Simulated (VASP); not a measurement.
# Au (P6_3/mmc) in VASP: a series of runs, part 2 of 3

VASP 6.6.1. The steps go on from the part before.

## (3) Single point, PBEsol

This run uses another cell than the first one, of the same volume but with other edges.

INCAR

```
SYSTEM = Au
PREC     = Accurate       ! precision mode
ENCUT    = 520            ! plane-wave cutoff, eV
EDIFF    = 1E-6           ! SCF threshold, eV
ISMEAR   = 0              ! smearing method
SIGMA    = 0.15           ! smearing width, eV
LREAL    = .False.        ! projectors in reciprocal space
LASPH    = .True.         ! aspherical terms in the spheres
NELM     = 100            ! most SCF steps
ALGO     = Fast           ! electronic algorithm
ISIF     = 2              ! what is computed and relaxed
LWAVE    = .False.        ! write WAVECAR
LCHARG   = .False.        ! write CHGCAR
GGA      = PS             ! functional
NBANDS   = 18             ! bands
```

KPOINTS

```
regular mesh
0
Gamma
  24 24 14
  0 0 0
```

POSCAR

```
Au
1.0
    2.7755936373      0.0000000000      0.0000000000
   -1.3877968187      2.4037346005      0.0000000000
    0.0000000000      0.0000000000      5.1048506280
Au
2
Direct
    0.3333333333      0.6666666667      0.7500000000
    0.6666666667      0.3333333333      0.2500000000
```

Potentials or basis: VASP PAW PBE potentials, release 64 (Au).

The run is started by

```sh
> cat potpaw_PBE.64/Au/POTCAR > POTCAR
> mpirun -np 1 vasp_std > vasp.out
```

OUTCAR:

```text
SYSTEM = Au
   PREC = Accurate
   ENCUT = 520
   EDIFF = 1E-6
   ISMEAR = 0
   LREAL = .False.
   LASPH = .True.
   NELM = 100
   ISIF = 2
   GGA = PS

 ion  position               nearest neighbor table
   1  0.333  0.667  0.750-   2 3.01   2 3.01   2 3.01   2 3.01   2 3.01   2 3.01
   2  0.667  0.333  0.250-   1 3.01   1 3.01   1 3.01   1 3.01   1 3.01   1 3.01

  LATTYP: Found a hexagonal cell.
 ALAT       =     2.7755936373
 C/A-ratio  =     1.8391923657

  Lattice vectors:

 A1 = (   2.7755936373,   0.0000000000,   0.0000000000)
 A2 = (  -1.3877968187,   2.4037346005,   0.0000000000)
 A3 = (   0.0000000000,   0.0000000000,   5.1048506280)

Analysis of symmetry for initial positions (statically):
=====================================================================
 Subroutine PRICEL returns:
 Original cell was already a primitive cell.

 Routine SETGRP: Setting up the symmetry group for a
 hexagonal supercell.

 Subroutine GETGRP returns: Found 24 space group operations
 (whereof 12 operations were pure point group operations)
 out of a pool of 24 trial point group operations.

The static configuration has the point symmetry D_3d.
 The point group associated with its full space group is D_6h.

Analysis of symmetry for dynamics (positions and initial velocities):
=====================================================================
 Subroutine PRICEL returns:
 Original cell was already a primitive cell.

 Routine SETGRP: Setting up the symmetry group for a
 hexagonal supercell.

 Subroutine GETGRP returns: Found 24 space group operations
 (whereof 12 operations were pure point group operations)
 out of a pool of 24 trial point group operations.

The dynamic configuration has the point symmetry D_3d.
 The point group associated with its full space group is D_6h.

 Subroutine INISYM returns: Found 24 space group operations
 (whereof 12 operations are pure point group operations),
 and found     1 'primitive' translations

----------------------------------------------------------------------------------------

                                     Primitive cell

  volume of cell :      34.0585

  direct lattice vectors                    reciprocal lattice vectors
     2.775593637  0.000000000  0.000000000     0.360283287  0.208009653  0.000000000
    -1.387796819  2.403734600  0.000000000     0.000000000  0.416019306  0.000000000
     0.000000000  0.000000000  5.104850628     0.000000000  0.000000000  0.195892118

  length of vectors
     2.775593637  2.775593637  5.104850628     0.416019306  0.416019306  0.195892118

  position of ions in fractional coordinates (direct lattice)
     0.333333333  0.666666667  0.750000000
     0.666666667  0.333333333  0.250000000

  ion indices of the primitive-cell ions
   primitive index   ion index
                 1           1
                 2           2

----------------------------------------------------------------------------------------

 KPOINTS: regular mesh

Automatic generation of k-mesh.
 Grid dimensions read from file:
 generate k-points for:   24   24   14

 Generating k-lattice:

  Cartesian coordinates                     Fractional coordinates (reciprocal lattice)
     0.015011804  0.008667069  0.000000000     0.041666667  0.000000000  0.000000000
     0.000000000  0.017334138  0.000000000     0.000000000  0.041666667  0.000000000
     0.000000000  0.000000000  0.013992294     0.000000000  0.000000000  0.071428571

  Length of vectors
     0.017334138  0.017334138  0.013992294

  Shift w.r.t. Gamma in fractional coordinates (k-lattice)
     0.000000000  0.000000000  0.000000000

 Subroutine IBZKPT returns following result:
 ===========================================

 Found    488 irreducible k-points:

 Following reciprocal coordinates:
            Coordinates               Weight
  0.000000  0.000000  0.000000      1.000000
  0.041667 -0.000000  0.000000      6.000000
  0.083333 -0.000000  0.000000      6.000000
  0.125000  0.000000  0.000000      6.000000
  0.166667 -0.000000  0.000000      6.000000
  0.208333  0.000000  0.000000      6.000000
[... 16 lines left out ...]
  0.416667  0.041667  0.000000     12.000000
  0.458333  0.041667  0.000000     12.000000
 [... further k-points ...]
   k-points           NKPTS =    488   k-points in BZ     NKDIM =    488   number of bands    NBANDS=     18
   number of dos      NEDOS =    301   number of ions     NIONS =      2
   total plane-waves  NPLWV =  23040
   dimension x,y,z NGX =    24 NGY =   24 NGZ =   40
   dimension x,y,z NGXF=    48 NGYF=   48 NGZF=   80
   ions per type =               2
   NGX,Y,Z   is equivalent  to a cutoff of  14.37, 14.37, 13.03 a.u.
   NGXF,Y,Z  is equivalent  to a cutoff of  28.75, 28.75, 26.05 a.u.
 SYSTEM =  Au
   PREC   = accura    normal or accurate (medium, high low for compatibility)
   ISTART =      0    job   : 0-new  1-cont  2-samecut
   ICHARG =      2    charge: 1-file 2-atom 10-const
   ISPIN  =      1    spin polarized calculation?
   LNONCOLLINEAR =      F non collinear calculations
   LSORBIT =      F    spin-orbit coupling
   LASPH  =      T    aspherical Exc in radial PAW
   ENCUT  =  520.0 eV  38.22 Ry    6.18 a.u.   5.16  5.16  9.49*2*pi/ulx,y,z
   NELM   =    100;   NELMIN=  2; NELMDL= -5     # of ELM steps
   EDIFF  = 0.1E-05   stopping-criterion for ELM
   LREAL  =      F    real-space projection
   EDIFFG = 0.1E-04   stopping-criterion for IOM
   NSW    =      0    number of steps for IOM
   IBRION =     -1    ionic relax: 0-MD 1-quasi-New 2-CG
   NFREE  =      0    steps in history (QN), initial steepest desc. (CG)
   ISIF   =      2    stress and relaxation
   ISYM   =      2    0-nonsym 1-usesym 2-fastsym
   POTIM  = 0.5000    time-step for ionic-motion
   TEBEG  =    0.0;   TEEND  =   0.0 temperature during run
   PSTRESS=    0.0 pullay stress
   NELECT =      22.0000    total number of electrons
   NUPDOWN=      -1.0000    fix difference up-down
   EMIN   =  10.00;   EMAX   =-10.00  energy-range for DOS
   EFERMI =   0.00;   METHOD = LEGACY
   ISMEAR =     0;   SIGMA  =   0.15  broadening in eV -4-tet -1-fermi 0-gaus
   EFERMI_NEDOS =   21; number of points for ismear=-14 and -15
   IALGO  =     68    algorithm
   IMIX   =      4    mixing-type and parameters
     AMIX     =   0.40;   BMIX     =  1.00
     AMIX_MAG =   1.60;   BMIX_MAG =  1.00
  volume/ion in A,a.u.               =      17.03       114.92
  Fermi-wavevector in a.u.,A,eV,Ry     =   1.415166  2.674275 27.248299  2.002694
  Thomas-Fermi vector in A             =   2.536632
   LORBIT       =      0    0 simple, 1 ext, 2 COOP (PROOUT), +10 PAW based schemes
   GGA     = PS    functional components
   LHFCALC =     F    Hartree Fock is set to
   AEXX    =    0.0000 exact exchange contribution
   IVDW    =     0    specifies the selected vdW correction
   LEPSILON=     F    determine dielectric tensor
   LRPA    =     F    only Hartree local field effects (RPA)
 non-spin polarized calculation
 RMM-DIIS sequential band-by-band and
 Gauss-broadening in eV      SIGMA  =   0.15
  energy-cutoff  :      520.00
  volume of cell :       34.06
 maximum number of plane-waves:       933
 NGX is ok and might be reduce to    24

 number of electron      22.0000000 magnetization

 Free energy of the ion-electron system (eV)
  ---------------------------------------------------
  ext. energy  EPLUGINS =         0.00000000
  ---------------------------------------------------
  free energy    TOTEN  =        -7.77523940 eV

  energy without entropy =       -7.77101274  energy(sigma->0) =       -7.77312607

 E-fermi :   9.3091     XC(G=0): -12.8755

 val. band max:        9.2923667495   @ k =   0.0833   0.0417   0.0000
 cond. band min:       9.3539371469   @ k =   0.2500   0.0417   0.2143
 fundamental gap:      0.0615703974
 Fermi energy:         9.3091362367

 k-point     1 :       0.0000    0.0000    0.0000
  band No.  band energies     occupation
      1      -0.6650      2.00000
      2       1.4792      2.00000
      3       3.9114      2.00000
      4       4.6295      2.00000
      5       4.6295      2.00000
      6       4.8413      2.00000
[... 10 lines left out ...]
     17      29.2604      0.00000
     18      29.2604      0.00000
[... 463 lines left out ...]
 k-point    24 :       0.4583    0.0417    0.0000
  band No.  band energies     occupation
      1       2.1975      2.00000
      2       2.2967      2.00000
      3       2.9476      2.00000
      4       4.5787      2.00000
      5       5.0082      2.00000
      6       5.1559      2.00000
[... 10 lines left out ...]
     17      20.5760      0.00000
     18      24.4490      0.00000

 [... further k-points ...]
[... 5 lines left out ...]
  --------------------------------------------------------------------------------------
  -------------------------------------------------------------------------------------
  Total        1.2306786      1.2306786     -0.9504385     -0.0000000      0.0000000      0.0000000
  in kB       57.8934975     57.8934975    -44.7104645     -0.0000000      0.0000000      0.0000000
  external PRESSURE =      23.6921768 kB  Pullay stress =       0.0000000 kB

 VOLUME and BASIS-vectors are now :
 -----------------------------------------------------------------------------
  energy-cutoff  :      520.00
  volume of cell :       34.06
      direct lattice vectors                 reciprocal lattice vectors
     2.775593637  0.000000000  0.000000000     0.360283287  0.208009653  0.000000000
    -1.387796819  2.403734600  0.000000000     0.000000000  0.416019306  0.000000000
     0.000000000  0.000000000  5.104850628     0.000000000  0.000000000  0.195892118

 POSITION                                       TOTAL-FORCE (eV/Angst)
 -----------------------------------------------------------------------------------
     -0.00000      1.60249      3.82864        -0.000000      0.000000      0.000000
      1.38780      0.80124      1.27621         0.000000     -0.000000      0.000000
 -----------------------------------------------------------------------------------
    total drift:                               -0.000000      0.000000     -0.000000

  FREE ENERGIE OF THE ION-ELECTRON SYSTEM (eV)
  ---------------------------------------------------
  free  energy   TOTEN  =        -7.7752394045 eV

  energy  without entropy=       -7.7710127418  energy(sigma->0) =       -7.77312607
```

Wall time 2.4 min (1 thread of AMD EPYC 7R13, shared host); peak memory 0.36 GiB.

Results:

```yaml
Free_energy: -7.7752 eV
Pressure: 2.4 GPa
Band_gap_on_the_k_mesh: zero (band 11 reaches 13.82 eV, above the bottom of band 12 at 6.73 eV)
```

Caveat: the PAW data sets were made with another functional, which shifts forces and pressure a little; spin-orbit coupling is left out, which moves the levels of the heavy elements.

## (4) Single point, PBEsol

This run uses another cell than the first one, of the same volume but with other edges.

INCAR

```
PREC     = Accurate       # precision mode
ENCUT    = 520            # plane-wave cutoff, eV
EDIFF    = 1E-6           # SCF threshold, eV
ISMEAR   = 0              # smearing method
SIGMA    = 0.15           # smearing width, eV
LREAL    = F              # projectors in reciprocal space
LASPH    = T              # aspherical terms in the spheres
NELM     = 60             # most SCF steps
ALGO     = Fast           # electronic algorithm
ISIF     = 2              # what is computed and relaxed
LWAVE    = F              # write WAVECAR
LCHARG   = F              # write CHGCAR
GGA      = PS             # functional
NBANDS   = 18             # bands
```

KPOINTS

```
regular mesh
0
Gamma
  24 24 14
```

POSCAR

```
Au
1.0
    2.9044441780      0.0000000000      0.0000000000
   -1.4522220890      2.5153224420      0.0000000000
    0.0000000000      0.0000000000      4.6619620877
Au
2
Direct
    0.3333333333      0.6666666667      0.7500000000
    0.6666666667      0.3333333333      0.2500000000
```

The run is started by

```sh
> cat potpaw_PBE.64/Au/POTCAR > POTCAR
> mpirun -np 1 vasp_std > vasp.out
```

Run time: 2.3 min. Hardware: 1 thread of AMD EPYC 7R13, shared host; peak memory 0.35 GiB.

Results (log left out):

- Free energy: -7.8242 eV
- Pressure: -0.1 GPa
- Band gap on the k mesh: zero (band 11 reaches 13.50 eV, above the bottom of band 12 at 6.64 eV)

Stress tensor (GPa, compression positive):
```
-1.34  0.00  0.00
 0.00 -1.34  0.00
 0.00  0.00  2.49
```

Levels at points of the mesh, in eV from the Fermi level:
```
           k point  band 7  band 8  band 9  band 10  band 11  band 12  band 13  band 14  band 15  band 16
(0.00, 0.00, 0.00)   -4.13   -3.73   -3.73    -2.11    -2.11    -0.83     3.31    14.35    16.48    16.84
(0.50, 0.00, 0.00)   -3.80   -1.96   -1.75    -1.72     0.27     1.38     6.08     7.58     7.65     9.82
(0.00, 0.00, 0.50)   -4.61   -4.61   -2.58    -2.58    -2.58    -2.58    11.67    11.67    14.66    14.66
(0.50, 0.00, 0.50)   -2.36   -2.36   -1.81    -1.81     0.41     0.41     3.91     3.91    13.42    13.42
```

Caveat: the PAW data sets were made with another functional, which shifts forces and pressure a little; spin-orbit coupling is left out, which moves the levels of the heavy elements.

## (5) Single point, PBEsol

This run uses another cell than the first one, of the same volume but with other edges.

INCAR

```
SYSTEM = Au
  ALGO = Fast
  EDIFF = 1E-7
  ENCUT = 520
  GGA = PS
  ISIF = 2
  ISMEAR = 0
  LASPH = .TRUE.
  LCHARG = .FALSE.
  LREAL = .FALSE.
  LWAVE = .FALSE.
  NBANDS = 18
  NELM = 80
  PREC = Accurate
  SIGMA = 0.15
```

KPOINTS

```
k-points
0
G
  24 24 14
  0 0 0
```

POSCAR

```
Au
1.0
    2.8189692940      0.0000000000      0.0000000000
   -1.4094846470      2.4412990211      0.0000000000
    0.0000000000      0.0000000000      4.9489619499
Au
2
Direct
    0.3333333333      0.6666666667      0.7500000000
    0.6666666667      0.3333333333      0.2500000000
```

Potentials or basis: VASP PAW PBE potentials, release 64 (Au).

The run is started by

```sh
> cat potpaw_PBE.64/Au/POTCAR > POTCAR
> mpirun -np 1 vasp_std > vasp.out
```

OUTCAR:

```text
SYSTEM = Au
   EDIFF = 1E-7
   ENCUT = 520
   GGA = PS
   ISIF = 2
   ISMEAR = 0
   LASPH = .TRUE.
   LREAL = .FALSE.
   NELM = 80
   PREC = Accurate

 ion  position               nearest neighbor table
   1  0.333  0.667  0.750-   2 2.96   2 2.96   2 2.96   2 2.96   2 2.96   2 2.96
   2  0.667  0.333  0.250-   1 2.96   1 2.96   1 2.96   1 2.96   1 2.96   1 2.96

  LATTYP: Found a hexagonal cell.
 ALAT       =     2.8189692940
 C/A-ratio  =     1.7555927127

  Lattice vectors:

 A1 = (   2.8189692940,   0.0000000000,   0.0000000000)
 A2 = (  -1.4094846470,   2.4412990211,   0.0000000000)
[... 194 lines left out ...]
      6       4.9358      2.00000
[... 481 lines left out ...]
      5       4.9380      2.00000
      6       5.0619      2.00000
[... 10 lines left out ...]
     17      20.7575      0.00000
     18      24.2526      0.00000

 [... further k-points ...]
[... 5 lines left out ...]
  --------------------------------------------------------------------------------------
  -------------------------------------------------------------------------------------
  Total        0.3906364      0.3906364     -0.5076891      0.0000000      0.0000000      0.0000000
  in kB       18.3762898     18.3762898    -23.8826744      0.0000000      0.0000000      0.0000000
  external PRESSURE =       4.2899684 kB  Pullay stress =       0.0000000 kB

 VOLUME and BASIS-vectors are now :
 -----------------------------------------------------------------------------
  energy-cutoff  :      520.00
  volume of cell :       34.06
      direct lattice vectors                 reciprocal lattice vectors
     2.818969294  0.000000000  0.000000000     0.354739586  0.204808995  0.000000000
    -1.409484647  2.441299021  0.000000000     0.000000000  0.409617991  0.000000000
     0.000000000  0.000000000  4.948961950     0.000000000  0.000000000  0.202062576

 POSITION                                       TOTAL-FORCE (eV/Angst)
 -----------------------------------------------------------------------------------
     -0.00000      1.62753      3.71172         0.000000      0.000000      0.000000
      1.40948      0.81377      1.23724         0.000000     -0.000000      0.000000
 -----------------------------------------------------------------------------------
    total drift:                               -0.000000      0.000000     -0.000000

  FREE ENERGIE OF THE ION-ELECTRON SYSTEM (eV)
  ---------------------------------------------------
  free  energy   TOTEN  =        -7.8218725592 eV

  energy  without entropy=       -7.8147047889  energy(sigma->0) =       -7.81828867
```

stdout:

```text
POSCAR found type information on POSCAR Au
 POSCAR found :  1 types and       2 ions
 scaLAPACK will be used
 -----------------------------------------------------------------------------
|                                                                             |
|                                                                             |
|     You enforced a specific xc type in the INCAR file but a different       |
|     I HOPE YOU KNOW WHAT YOU ARE DOING!                                     |
|                                                                             |
 -----------------------------------------------------------------------------

 LDA part: xc-table for (Slater+PW92), standard interpolation
 POSCAR, INCAR and KPOINTS ok, starting setup
 FFT: planning ... GRIDC
 FFT: planning ... GRID_SOFT
 FFT: planning ... GRID
 WAVECAR not read
 entering main loop
```

Run time: 2.9 min. Hardware: 1 thread of AMD EPYC 7R13, shared host; peak memory 0.36 GiB.

What came out:

| Property | Result |
| --- | --- |
| Free energy | -7.8219 eV |
| Pressure | 0.4 GPa |
| Band gap on the k mesh | zero (band 11 reaches 13.67 eV, above the bottom of band 12 at 6.68 eV) |

Stress tensor (GPa, compression positive):
```
 1.84  0.00  0.00
 0.00  1.84  0.00
 0.00  0.00 -2.39
```

Levels at points of the mesh, in eV from the Fermi level:
```tsv
k point	band 9	band 10	band 11	band 12	band 13	band 14
(0.00, 0.00, 0.00)	-3.36	-2.19	-2.19	-1.52	2.10	14.79
(0.50, 0.00, 0.00)	-1.72	-1.58	0.44	1.77	5.46	7.00
(0.00, 0.00, 0.50)	-2.63	-2.63	-2.63	-2.63	9.61	9.61
(0.50, 0.00, 0.50)	-1.64	-1.64	0.43	0.43	4.09	4.09
```

Caveat: the PAW data sets were made with another functional, which shifts forces and pressure a little; spin-orbit coupling is left out, which moves the levels of the heavy elements.

(Part 2 of 3 ends here.)
